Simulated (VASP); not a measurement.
# As (R-3m) in VASP: single point with LDA

Aim: the single point of As with LDA.

Everything below comes from runs of VASP 6.6.1. Logs are shortened: lines on timing, memory, paths and dates and some standing lists are left out, and cuts for length are marked.

### 1 The cell of the first run

Symmetry: R-3m, No. 166, trigonal system. The conventional cell has a = 3.759 Å, b = 3.759 Å, c = 9.984 Å, α = 90.00°, β = 90.00°, γ = 120.00°. As (site symmetry 3m) has 6 As at 2.52 to 2.99 Å within 3.3 Å.

### 2 Single point, LDA

The input, POSCAR:

```
As
1.0
    1.8797242401      1.0852592960      3.3279469364
   -1.8797242401      1.0852592960      3.3279469364
    0.0000000000     -2.1705185921      3.3279469364
As
2
Direct
    0.2306122151      0.2306122151      0.2306122151
    0.7693877849      0.7693877849      0.7693877849
```

The input, INCAR.step1:

```
PREC     = Accurate       # precision mode
ENCUT    = 400            # plane-wave cutoff, eV
EDIFF    = 1E-6           # SCF threshold, eV
ISMEAR   = 0              # smearing method
SIGMA    = 0.05           # smearing width, eV
LREAL    = F              # projectors in reciprocal space
LASPH    = T              # aspherical terms in the spheres
NELM     = 120            # most SCF steps
ALGO     = Normal         # electronic algorithm
ISIF     = 2              # what is computed and relaxed
LWAVE    = F              # write WAVECAR
LCHARG   = T              # write CHGCAR
NBANDS   = 22             # bands
GGA_COMPAT= F            
NEDOS    = 2001           # points of the DOS
LORBIT   = 11             # projections on sites
```

The input, KPOINTS.step1:

```
Automatic mesh
0
Gamma
  14 14 14
```

The input, INCAR.step2:

```
PREC     = Accurate       # precision mode
ENCUT    = 400            # plane-wave cutoff, eV
EDIFF    = 1E-6           # SCF threshold, eV
ISMEAR   = -5             # smearing method
SIGMA    = 0.05           # smearing width, eV
LREAL    = F              # projectors in reciprocal space
LASPH    = T              # aspherical terms in the spheres
NELM     = 120            # most SCF steps
ALGO     = Normal         # electronic algorithm
ISIF     = 2              # what is computed and relaxed
LWAVE    = F              # write WAVECAR
LCHARG   = F              # write CHGCAR
LORBIT   = 11             # projections on sites
NEDOS    = 1001           # points of the DOS
ICHARG   = 11             # starting density
GGA_COMPAT= F
```

The input, KPOINTS.step2:

```
Automatic mesh
0
Gamma
  21 21 21
```

Potentials or basis: VASP PAW LDA potentials, release 64 (As_d).

The run is started by

```console
cat potpaw_LDA.64/As_d/POTCAR > POTCAR
cp INCAR.step1 INCAR
cp KPOINTS.step1 KPOINTS
mpirun -np 1 vasp_std > vasp.out
cp INCAR.step2 INCAR
cp KPOINTS.step2 KPOINTS
mpirun -np 1 vasp_std > vasp.out
```

OUTCAR:

```text
PREC = Accurate
   ENCUT = 400
   EDIFF = 1E-6
   ISMEAR = -5
   LREAL = F
   LASPH = T
   NELM = 120
   ISIF = 2
   LORBIT = 11
   ICHARG = 11

 ion  position               nearest neighbor table
   1  0.231  0.231  0.231-   2 2.52   2 2.52   2 2.52
   2  0.769  0.769  0.769-   1 2.52   1 2.52   1 2.52

  LATTYP: Found a trigonal (rhomboedric) cell.
 ALAT       =     3.9732079948
 COS(alpha) =     0.5523530002

  Lattice vectors:

 A1 = (   1.8797242401,   1.0852592960,   3.3279469364)
 A2 = (  -1.8797242401,   1.0852592960,   3.3279469364)
 A3 = (   0.0000000000,  -2.1705185921,   3.3279469364)

Analysis of symmetry for initial positions (statically):
=====================================================================
 Subroutine PRICEL returns:
 Original cell was already a primitive cell.

 Routine SETGRP: Setting up the symmetry group for a
 trigonal (rhombohedral) supercell.

 Subroutine GETGRP returns: Found 12 space group operations
 (whereof 12 operations were pure point group operations)
 out of a pool of 12 trial point group operations.

The static configuration has the point symmetry D_3d.

Analysis of symmetry for dynamics (positions and initial velocities):
=====================================================================
 Subroutine PRICEL returns:
 Original cell was already a primitive cell.

 Routine SETGRP: Setting up the symmetry group for a
 trigonal (rhombohedral) supercell.

 Subroutine GETGRP returns: Found 12 space group operations
 (whereof 12 operations were pure point group operations)
 out of a pool of 12 trial point group operations.

The dynamic configuration has the point symmetry D_3d.

 Subroutine INISYM returns: Found 12 space group operations
 (whereof 12 operations are pure point group operations),
 and found     1 'primitive' translations

----------------------------------------------------------------------------------------

                                     Primitive cell

  volume of cell :      40.7338

  direct lattice vectors                    reciprocal lattice vectors
     1.879724240  1.085259296  3.327946936     0.265996463  0.153573130  0.100161853
    -1.879724240  1.085259296  3.327946936    -0.265996463  0.153573130  0.100161853
     0.000000000 -2.170518592  3.327946936     0.000000000 -0.307146259  0.100161853

  length of vectors
     3.973207995  3.973207995  3.973207995     0.323065352  0.323065352  0.323065352

  position of ions in fractional coordinates (direct lattice)
     0.230612215  0.230612215  0.230612215
     0.769387785  0.769387785  0.769387785

  ion indices of the primitive-cell ions
   primitive index   ion index
                 1           1
                 2           2

----------------------------------------------------------------------------------------

 KPOINTS: Automatic mesh

Automatic generation of k-mesh.
 Grid dimensions read from file:
 generate k-points for:   21   21   21

 Generating k-lattice:

  Cartesian coordinates                     Fractional coordinates (reciprocal lattice)
     0.012666498  0.007313006  0.004769612     0.047619048  0.000000000 -0.000000000
    -0.012666498  0.007313006  0.004769612     0.000000000  0.047619048 -0.000000000
     0.000000000 -0.014626012  0.004769612    -0.000000000 -0.000000000  0.047619048

  Length of vectors
     0.015384064  0.015384064  0.015384064

  Shift w.r.t. Gamma in fractional coordinates (k-lattice)
     0.000000000  0.000000000  0.000000000

 TETIRR: Found   4641 inequivalent tetrahedra from    55566

 Subroutine IBZKPT returns following result:
 ===========================================

 Found    891 irreducible k-points:

 Following reciprocal coordinates:
            Coordinates               Weight
  0.000000  0.000000  0.000000      1.000000
  0.047619 -0.000000  0.000000      6.000000
  0.095238 -0.000000 -0.000000      6.000000
  0.142857  0.000000 -0.000000      6.000000
  0.190476 -0.000000 -0.000000      6.000000
  0.238095  0.000000 -0.000000      6.000000
[... 16 lines left out ...]
 -0.428571  0.047619  0.000000     12.000000
 -0.380952  0.047619  0.000000     12.000000
 [... further k-points ...]
   k-points           NKPTS =    891   k-points in BZ     NKDIM =    891   number of bands    NBANDS=     19
   number of dos      NEDOS =   1001   number of ions     NIONS =      2
   total plane-waves  NPLWV =  21952
   dimension x,y,z NGX =    28 NGY =   28 NGZ =   28
   dimension x,y,z NGXF=    56 NGYF=   56 NGZF=   56
   ions per type =               2
   NGX,Y,Z   is equivalent  to a cutoff of  11.72, 11.72, 11.72 a.u.
   NGXF,Y,Z  is equivalent  to a cutoff of  23.43, 23.43, 23.43 a.u.
 SYSTEM =  unknown system
   PREC   = accura    normal or accurate (medium, high low for compatibility)
   ISTART =      0    job   : 0-new  1-cont  2-samecut
   ICHARG =     11    charge: 1-file 2-atom 10-const
   ISPIN  =      1    spin polarized calculation?
   LNONCOLLINEAR =      F non collinear calculations
   LSORBIT =      F    spin-orbit coupling
   LASPH  =      T    aspherical Exc in radial PAW
   ENCUT  =  400.0 eV  29.40 Ry    5.42 a.u.   6.48  6.48  6.48*2*pi/ulx,y,z
   NELM   =    120;   NELMIN=  2; NELMDL=  0     # of ELM steps
   EDIFF  = 0.1E-05   stopping-criterion for ELM
   LREAL  =      F    real-space projection
   EDIFFG = 0.1E-04   stopping-criterion for IOM
   NSW    =      0    number of steps for IOM
   IBRION =     -1    ionic relax: 0-MD 1-quasi-New 2-CG
   NFREE  =      0    steps in history (QN), initial steepest desc. (CG)
   ISIF   =      2    stress and relaxation
   ISYM   =      2    0-nonsym 1-usesym 2-fastsym
   POTIM  = 0.5000    time-step for ionic-motion
   TEBEG  =    0.0;   TEEND  =   0.0 temperature during run
   PSTRESS=    0.0 pullay stress
   NELECT =      30.0000    total number of electrons
   NUPDOWN=      -1.0000    fix difference up-down
   EMIN   =  10.00;   EMAX   =-10.00  energy-range for DOS
   EFERMI =   0.00;   METHOD = LEGACY
   ISMEAR =    -5;   SIGMA  =   0.05  broadening in eV -4-tet -1-fermi 0-gaus
   EFERMI_NEDOS =   21; number of points for ismear=-14 and -15
   IALGO  =     38    algorithm
   IMIX   =      4    mixing-type and parameters
     AMIX     =   0.40;   BMIX     =  1.00
     AMIX_MAG =   1.60;   BMIX_MAG =  1.00
  volume/ion in A,a.u.               =      20.37       137.44
  Fermi-wavevector in a.u.,A,eV,Ry     =   1.478417  2.793802 29.738465  2.185715
  Thomas-Fermi vector in A             =   2.592700
   LORBIT       =     11    0 simple, 1 ext, 2 COOP (PROOUT), +10 PAW based schemes
   GGA     = CA    functional components
   LHFCALC =     F    Hartree Fock is set to
   AEXX    =    0.0000 exact exchange contribution
   IVDW    =     0    specifies the selected vdW correction
   LEPSILON=     F    determine dielectric tensor
   LRPA    =     F    only Hartree local field effects (RPA)
 non-spin polarized calculation
 Fermi weights with tetrahedron method with Bloechl corrections
  energy-cutoff  :      400.00
  volume of cell :       40.73
 maximum number of plane-waves:       755
 NGX is ok and might be reduce to    28

 number of electron      30.0000004 magnetization

 Free energy of the ion-electron system (eV)
  ---------------------------------------------------
  ext. energy  EPLUGINS =         0.00000000
  ---------------------------------------------------
  free energy    TOTEN  =       -10.77629097 eV

  energy without entropy =      -10.77629097  energy(sigma->0) =      -10.77629097

 E-fermi :   4.2220     XC(G=0): -11.2925

 val. band max:        4.2788596335   @ k =   0.3810   0.1429   0.1429
 cond. band min:       4.1051061004   @ k =   0.4286   0.0476   0.0476
 fundamental gap:     -0.1737535331
 Fermi energy:         4.2219818697

 k-point     1 :       0.0000    0.0000    0.0000
  band No.  band energies     occupation
      1     -32.1969      2.00000
      2     -32.1969      2.00000
      3     -32.1459      2.00000
      4     -32.1459      2.00000
      5     -32.1191      2.00000
      6     -32.0753      2.00000
[... 11 lines left out ...]
     18       7.3936      0.00000
     19      10.7243      0.00000

 k-point     2 :       0.0476   -0.0000    0.0000
  band No.  band energies     occupation
      1     -32.1965      2.00000
      2     -32.1961      2.00000
      3     -32.1455      2.00000
      4     -32.1453      2.00000
      5     -32.1188      2.00000
      6     -32.0757      2.00000
[... 11 lines left out ...]
     18       7.3402      0.00000
     19      10.5537      0.00000

 k-point     3 :       0.0952   -0.0000   -0.0000
  band No.  band energies     occupation
      1     -32.1952      2.00000
      2     -32.1939      2.00000
      3     -32.1447      2.00000
      4     -32.1438      2.00000
      5     -32.1180      2.00000
      6     -32.0767      2.00000
[... 11 lines left out ...]
     18       7.1756      0.00000
     19      10.1260      0.00000

 k-point     4 :       0.1429    0.0000   -0.0000
  band No.  band energies     occupation
      1     -32.1932      2.00000
      2     -32.1904      2.00000
      3     -32.1434      2.00000
      4     -32.1414      2.00000
      5     -32.1167      2.00000
      6     -32.0784      2.00000
[... 407 lines left out ...]
     18       5.5253      0.00000
     19      13.4228      0.00000

 k-point    23 :      -0.4286    0.0476    0.0000
  band No.  band energies     occupation
      1     -32.1760      2.00000
      2     -32.1469      2.00000
      3     -32.1292      2.00000
      4     -32.1138      2.00000
      5     -32.1099      2.00000
      6     -32.1014      2.00000
[... 11 lines left out ...]
     18       5.6538      0.00000
     19      12.6308      0.00000

 k-point    24 :      -0.3810    0.0476    0.0000
  band No.  band energies     occupation
      1     -32.1781      2.00000
      2     -32.1523      2.00000
      3     -32.1321      2.00000
      4     -32.1180      2.00000
      5     -32.1062      2.00000
      6     -32.0995      2.00000
[... 11 lines left out ...]
     18       5.8570      0.00000
     19      11.8644      0.00000

 [... further k-points ...]

------------------------ aborting loop because EDIFF is reached ----------------------------------------

  FORCE on cell =-STRESS in cart. coord.  units (eV):
  Direction    XX          YY          ZZ          XY          YZ          ZX
  --------------------------------------------------------------------------------------
  -------------------------------------------------------------------------------------
  Total        0.0546007      0.0546007      0.0221989     -0.0000000     -0.0000000     -0.0000000
  in kB        2.1475992      2.1475992      0.8731441     -0.0000000     -0.0000000     -0.0000000
  external PRESSURE =       1.7227808 kB  Pullay stress =       0.0000000 kB

 VOLUME and BASIS-vectors are now :
 -----------------------------------------------------------------------------
  energy-cutoff  :      400.00
  volume of cell :       40.73
      direct lattice vectors                 reciprocal lattice vectors
     1.879724240  1.085259296  3.327946936     0.265996463  0.153573130  0.100161853
    -1.879724240  1.085259296  3.327946936    -0.265996463  0.153573130  0.100161853
     0.000000000 -2.170518592  3.327946936     0.000000000 -0.307146259  0.100161853

 POSITION                                       TOTAL-FORCE (eV/Angst)
 -----------------------------------------------------------------------------------
      0.00000     -0.00000      2.30240         0.000000     -0.000000      0.019367
      0.00000     -0.00000      7.68145         0.000000      0.000000     -0.019367
 -----------------------------------------------------------------------------------
    total drift:                               -0.000000     -0.000000      0.000000

  FREE ENERGIE OF THE ION-ELECTRON SYSTEM (eV)
  ---------------------------------------------------
  free  energy   TOTEN  =       -10.7762909721 eV

  energy  without entropy=      -10.7762909721  energy(sigma->0) =      -10.77629097

 total charge

# of ion       s       p       d       tot
------------------------------------------
    1        1.544   1.872  10.085  13.501
    2        1.544   1.872  10.085  13.501
--------------------------------------------------
tot          3.088   3.744  20.169  27.001
```

Wall time 6.1 min (1 thread of Intel Xeon Platinum 8259CL at 2.50GHz (Skylake/Cascade Lake), shared host); peak memory 0.46 GiB.

What came out:

| Quantity | Value |
| --- | --- |
| Valence electrons inside the program's atomic spheres | As 13.50 |

Levels at points of the mesh, in eV from the Fermi level:
```tsv
k point	band 11	band 12	band 13	band 14	band 15	band 16	band 17	band 18	band 19
(0.00, 0.00, 0.00)	-15.34	-5.51	-2.41	-2.12	-2.12	2.15	3.17	3.17	6.50
```
